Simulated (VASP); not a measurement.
Runs of VASP 6.6.1 on TePt. The structure is that of space group P6_3/mmc (No. 194), or close to it. The cells are those of the table. 

| cell | gap on the mesh (eV) | pressure (GPa) |
| --- | --- | --- |
| a = 3.982, b = 3.982, c = 5.803 Å, angles 90.0, 90.0, 120.0°, 4 atoms | none | 9.0 |
| a = 3.869, b = 3.869, c = 6.150 Å, angles 90.0, 90.0, 120.0°, 4 atoms | none | 9.2 |
| a = 4.227, b = 4.227, c = 5.152 Å, angles 90.0, 90.0, 120.0°, 4 atoms | none | 10.6 |
| a = 4.340, b = 4.340, c = 4.887 Å, angles 90.0, 90.0, 120.0°, 4 atoms | none | (a) |

Alike in all rows: task single point; level LDA; potentials or basis VASP PAW LDA potentials, release 64 (Te, Pt); no spin polarisation; k mesh 15 × 15 × 10; cutoff (eV) 520; smearing gaussian 0.15 eV.

Question: Fill in the values left out.

Answer: (a) 14.6.

Caveats: spin-orbit coupling is left out, which moves the levels of the heavy elements.

A k mesh can miss the band edges, and the runs leave out spin-orbit coupling on Pt, Te.

A gap of «none» marks levels without a gap at the run's occupations.
